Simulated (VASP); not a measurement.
Input of a VASP 6.6.1 run:

The input POSCAR:

```
Li2ClF
1.0
    3.3431460528      0.0000000000      0.0000000000
    0.0000000000      3.3431460528      0.0000000000
    0.0000000000      0.0000000000      4.6012771269
F Li Cl
1 2 1
Direct
    0.0000000000      0.0000000000      0.0000000000
    0.0000000000      0.0000000000      0.5000000000
    0.5000000000      0.5000000000      0.0000000000
    0.5000000000      0.5000000000      0.5000000000
```

Contents of INCAR.step1:

```
SYSTEM = Li2ClF
PREC = Accurate ; ENCUT = 520
ISMEAR = 0 ; SIGMA = 0.01
LREAL = .FALSE. ; LASPH = .TRUE.
NELM = 80 ; NBANDS = 18
GGA = PE ; ALGO = Normal
EDIFF = 1E-4 ; LWAVE = .TRUE.
LCHARG = .FALSE.
```

The input INCAR.step2:

```
SYSTEM = Li2ClF
PREC = Accurate ; ENCUT = 520
EDIFF = 1E-6 ; ISMEAR = 0
SIGMA = 0.01 ; LREAL = .FALSE.
LASPH = .TRUE. ; NELM = 80
ALGO = Normal ; ISIF = 2
LWAVE = .FALSE. ; LCHARG = .FALSE.
METAGGA = R2SCAN ; LMIXTAU = .TRUE.
NBANDS = 18 ; ISTART = 1
```

File KPOINTS:

```
regular mesh
0
G
  6 6 4
  0 0 0
```

Potentials or basis: VASP PAW PBE potentials, release 64 (F, Li_sv, Cl).

Run with:

```console
$ cat potpaw_PBE.64/F/POTCAR potpaw_PBE.64/Li_sv/POTCAR potpaw_PBE.64/Cl/POTCAR > POTCAR
$ cp INCAR.step1 INCAR
$ mpirun -np 1 vasp_std > vasp.out
$ cp INCAR.step2 INCAR
$ mpirun -np 1 vasp_std > vasp.out
```

Question: Predict the band gap on the k mesh.

Answer: 7.30 eV.

 A k mesh can miss the band edges.
